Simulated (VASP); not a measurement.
# Ga2GeSe3 (P-4m2) in VASP: notebook, part 2 of 2

VASP 6.6.1.

### 3 Single point, PBE

This run uses another cell than the first one, of 21.45 Å³/atom.

Contents of INCAR:

```
ALGO = Normal ; EDIFF = 1E-6
ENCUT = 520 ; GGA = PE
ISIF = 2 ; ISMEAR = 0
LASPH = T ; LCHARG = T
LELF = T ; LREAL = F
LVHAR = T ; LWAVE = F
NBANDS = 38 ; NELM = 80
PREC = Accurate ; SIGMA = 0.1
```

Contents of KPOINTS:

```
k-points
0
Gamma
  4 4 2
```

Contents of POSCAR:

```
Ga2GeSe3
1.0
    3.8980385900      0.0000000000      0.0000000000
    0.0000000000      3.8980385900      0.0000000000
    0.0000000000      0.0000000000      8.4696726200
Ga Ge Se
2 1 3
Direct
    0.5000000000      0.0000000000      0.2626059900
    0.0000000000      0.5000000000      0.7373940100
    0.0000000000      0.0000000000      0.0000000000
    0.5000000000      0.0000000000      0.6250519800
    0.0000000000      0.5000000000      0.3749480200
    0.5000000000      0.5000000000      0.0000000000
```

Potentials or basis: VASP PAW PBE potentials, release 64 (Ga_d, Ge_d, Se).

Launch:

```console
> cat potpaw_PBE.64/Ga_d/POTCAR potpaw_PBE.64/Ge_d/POTCAR potpaw_PBE.64/Se/POTCAR > POTCAR
> mpirun -np 1 vasp_std > vasp.out
```

OUTCAR:

```text
EDIFF = 1E-6
   ENCUT = 520
   GGA = PE
   ISIF = 2
   ISMEAR = 0
   LASPH = T
   LREAL = F
   NELM = 80
   PREC = Accurate

 ion  position               nearest neighbor table
   1  0.500  0.000  0.263-
   2  0.000  0.500  0.737-
   3  0.000  0.000  0.000-   6 2.76   6 2.76   6 2.76   6 2.76
   4  0.500  0.000  0.625-
   5  0.000  0.500  0.375-
   6  0.500  0.500  0.000-   3 2.76   3 2.76   3 2.76   3 2.76

  LATTYP: Found a simple tetragonal cell.
 ALAT       =     3.8980385900
 C/A-ratio  =     2.1728036869

  Lattice vectors:

 A1 = (   3.8980385900,   0.0000000000,   0.0000000000)
 A2 = (   0.0000000000,   3.8980385900,   0.0000000000)
 A3 = (   0.0000000000,   0.0000000000,   8.4696726200)

Analysis of symmetry for initial positions (statically):
=====================================================================
 Subroutine PRICEL returns:
 Original cell was already a primitive cell.

 Routine SETGRP: Setting up the symmetry group for a
 simple tetragonal supercell.
[... 162 lines left out ...]

 E-fermi :   4.3985     XC(G=0): -10.3098

 val. band max:        4.3133664407   @ k =   0.5000   0.2500   0.0000
 cond. band min:       4.4061720267   @ k =   0.2500   0.2500   0.0000
 fundamental gap:      0.0928055859
 Fermi energy:         4.3984973768

 k-point     1 :       0.0000    0.0000    0.0000
  band No.  band energies     occupation
      1     -20.5846      2.00000
      2     -20.5843      2.00000
      3     -20.5502      2.00000
      4     -20.5502      2.00000
      5     -20.5478      2.00000
      6     -10.1980      2.00000
[... 481 lines left out ...]
     37      11.1120      0.00000
     38      11.1122      0.00000

------------------------ aborting loop because EDIFF is reached ----------------------------------------

  FORCE on cell =-STRESS in cart. coord.  units (eV):
  Direction    XX          YY          ZZ          XY          YZ          ZX
  --------------------------------------------------------------------------------------
  -------------------------------------------------------------------------------------
  Total       -2.0948292     -2.0948292      2.5685990      0.0000000      0.0000000      0.0000000
  in kB      -26.0795634    -26.0795634     31.9777569      0.0000000      0.0000000      0.0000000
  external PRESSURE =      -6.7271233 kB  Pullay stress =       0.0000000 kB

 VOLUME and BASIS-vectors are now :
 -----------------------------------------------------------------------------
  energy-cutoff  :      520.00
  volume of cell :      128.69
      direct lattice vectors                 reciprocal lattice vectors
     3.898038590  0.000000000  0.000000000     0.256539277  0.000000000  0.000000000
     0.000000000  3.898038590  0.000000000     0.000000000  0.256539277  0.000000000
     0.000000000  0.000000000  8.469672620     0.000000000  0.000000000  0.118068318

 POSITION                                       TOTAL-FORCE (eV/Angst)
 -----------------------------------------------------------------------------------
      1.94902      0.00000      2.22419         0.000000      0.000000      1.343683
      0.00000      1.94902      6.24549        -0.000000      0.000000     -1.343683
      0.00000      0.00000      0.00000        -0.000000      0.000000      0.000000
      1.94902      0.00000      5.29399        -0.000000     -0.000000      0.557842
      0.00000      1.94902      3.17569        -0.000000      0.000000     -0.557842
      1.94902      1.94902      0.00000        -0.000000      0.000000      0.000000
 -----------------------------------------------------------------------------------
    total drift:                                0.000000      0.000000      0.000000

  FREE ENERGIE OF THE ION-ELECTRON SYSTEM (eV)
  ---------------------------------------------------
  free  energy   TOTEN  =       -20.4455224484 eV

  energy  without entropy=      -20.4212789440  energy(sigma->0) =      -20.43340070
```

stdout:

```text
POSCAR found type information on POSCAR GaGeSe
 POSCAR found :  3 types and       6 ions
 scaLAPACK will be used
 LDA part: xc-table for (Slater+PW92), standard interpolation
 POSCAR, INCAR and KPOINTS ok, starting setup
 FFT: planning ... GRIDC
 FFT: planning ... GRID_SOFT
 FFT: planning ... GRID
 WAVECAR not read
 entering main loop
```

Wall time 1.9 min (1 thread of Intel Xeon 8259CL, shared host); peak memory 0.25 GiB.

What came out:

* Free energy: -20.4455 eV
* Pressure: -0.7 GPa
* Largest force: 1.344 eV/Å
* Band gap on the k mesh: zero (bands 29 and 30 overlap by 1.69 eV)

Forces on the atoms (eV/Å):
```
Ga   0.000  0.000  1.344
Ga   0.000  0.000 -1.344
Ge   0.000  0.000  0.000
Se   0.000  0.000  0.558
Se   0.000  0.000 -0.558
Se   0.000  0.000  0.000
```

Stress tensor (GPa, compression positive):
```
-2.61  0.00  0.00
 0.00 -2.61  0.00
 0.00  0.00  3.20
```

Caveat: the k points lie up to 0.40 Å⁻¹ apart, too coarse for converged energies and pressures of a metal; forces of over 1 eV/Å act on the atoms, so gaps and moduli don't describe the material at rest.

### 4 Single point, PBE

Contents of INCAR:

```
PREC     = Accurate       # precision mode
ENCUT    = 520            # plane-wave cutoff, eV
EDIFF    = 1E-7           # SCF threshold, eV
ISMEAR   = 0              # smearing method
SIGMA    = 0.1            # smearing width, eV
LREAL    = False          # projectors in reciprocal space
LASPH    = True           # aspherical terms in the spheres
NELM     = 60             # most SCF steps
ALGO     = Normal         # electronic algorithm
ISIF     = 2              # what is computed and relaxed
LWAVE    = False          # write WAVECAR
LCHARG   = True           # write CHGCAR
GGA      = PE             # functional
LELF     = True           # ELF
LVHAR    = True         
NBANDS   = 38             # bands
```

Contents of KPOINTS:

```
Automatic mesh
0
Gamma
  4 4 2
```

Contents of POSCAR:

```
Ga2GeSe3
1.0
    3.7981330920      0.0000000000      0.0000000000
    0.0000000000      3.7981330920      0.0000000000
    0.0000000000      0.0000000000     10.3804023375
Ga Ge Se
2 1 3
Direct
    0.5000000000      0.0000000000      0.3917617251
    0.0000000000      0.5000000000      0.6082382749
    0.0000000000      0.0000000000      0.0000000000
    0.5000000000      0.0000000000      0.6476172343
    0.0000000000      0.5000000000      0.3523827657
    0.5000000000      0.5000000000      0.0000000000
```

Launch:

```console
> cat potpaw_PBE.64/Ga_d/POTCAR potpaw_PBE.64/Ge_d/POTCAR potpaw_PBE.64/Se/POTCAR > POTCAR
> mpirun -np 1 vasp_std > vasp.out
```

Wall time 2.2 min (1 thread of Intel Xeon 8259CL, shared host); peak memory 0.28 GiB.

It converged, with:

```yaml
Free_energy: -21.9521 eV
Pressure: 0.1 GPa
Largest_force: 0.003 eV/Å
Band_gap_on_the_k_mesh: zero (bands 29 and 30 overlap by 2.08 eV)
```

Forces on the atoms (eV/Å):
```
Ga   0.000  0.000 -0.003
Ga   0.000  0.000  0.003
Ge   0.000  0.000  0.000
Se   0.000  0.000 -0.003
Se   0.000  0.000  0.003
Se   0.000  0.000  0.000
```

Levels at points of the mesh, in eV from the Fermi level:
| k point | band 27 | band 28 | band 29 | band 30 | band 31 | band 32 |
| --- | --- | --- | --- | --- | --- | --- |
| (0.00, 0.00, 0.00) | -2.18 | -2.18 | -1.90 | -1.25 | 2.35 | 3.94 |
| (0.50, 0.00, 0.00) | -1.50 | -0.51 | 0.51 | 1.00 | 1.14 | 1.77 |
| (0.50, 0.50, 0.00) | -4.45 | -1.71 | -1.71 | -1.51 | 0.76 | 3.46 |
| (0.00, 0.00, 0.50) | -2.16 | -2.16 | -1.64 | -1.50 | 2.39 | 3.20 |
| (0.50, 0.00, 0.50) | -1.50 | -0.04 | 0.51 | 0.95 | 1.14 | 1.74 |
| (0.50, 0.50, 0.50) | -4.41 | -1.78 | -1.78 | -1.57 | 0.62 | 3.95 |

Caveat: the k points lie up to 0.41 Å⁻¹ apart, too coarse for converged energies and pressures of a metal.

### 5 Overview

```csv
task,cell,k mesh,cutoff (eV),gap on the mesh (eV),pressure (GPa)
relaxation of cell and atoms,"relaxed from a = 3.798, b = 3.798, c = 10.380 Å, 6 atoms, atomic positions A",10 × 10 × 4,600,none,0.0
single point,"a = 3.898, b = 3.898, c = 8.470 Å, 6 atoms, atomic positions B",4 × 4 × 2,520,none,-0.7
single point,"a = 3.798, b = 3.798, c = 10.380 Å, 6 atoms, atomic positions A",4 × 4 × 2,520,none,0.1
```

Alike in all rows: level PBE; potentials or basis VASP PAW PBE potentials, release 64 (Ga_d, Ge_d, Se); no spin polarisation; smearing gaussian 0.1 eV.

Caveats: some runs use coarse meshes; this functional lacks dispersion, which binds the layers, so the pressure and a relaxed spacing across them are unreliable (at least some runs); forces of over 1 eV/Å act on the atoms, so gaps and moduli don't describe the material at rest (at least some runs).

Absolute energies hang on the potentials; compare differences alone.
